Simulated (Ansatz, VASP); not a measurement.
## Hg: VASP beside Ansatz

```
Hg
1.0
     0.00000    3.37332    3.37332
     3.37332    0.00000    3.37332
     3.37332    3.37332    0.00000
Hg
2
Direct
  0.87500 0.87500 0.87500
  0.12500 0.12500 0.12500
```

Change from the starting cell: volume scaled by 0.68, PAW files.

Alike in both runs: task single point; functional PBE; k mesh 11 × 11 × 11; occupations fermi-dirac, width 0.05 eV; no spin polarisation.

|  | VASP | Ansatz |
| --- | --- | --- |
| version | VASP 6.6.1 | Ansatz 0.2.0 |
| potentials or method | VASP PAW PBE potentials, release 64 (Hg) | PAW with Ansatz's default frozen-core files, scalar-relativistic |
| plane-wave cutoff (eV) | 520 | 420 |
| valence electrons in the cell | 24 | 40 |

|  | VASP | Ansatz | Ansatz less VASP |
| --- | --- | --- | --- |
| pressure (GPa) | 1.6 | 1.4 | -0.15 |

With one functional, cell and mesh, what is left measures potentials, basis and numerics. VASP's potentials hold 24 valence electrons a cell and Ansatz's 40, so a difference there can come from the potentials and not from the codes.

Neither program's run includes spin-orbit coupling.
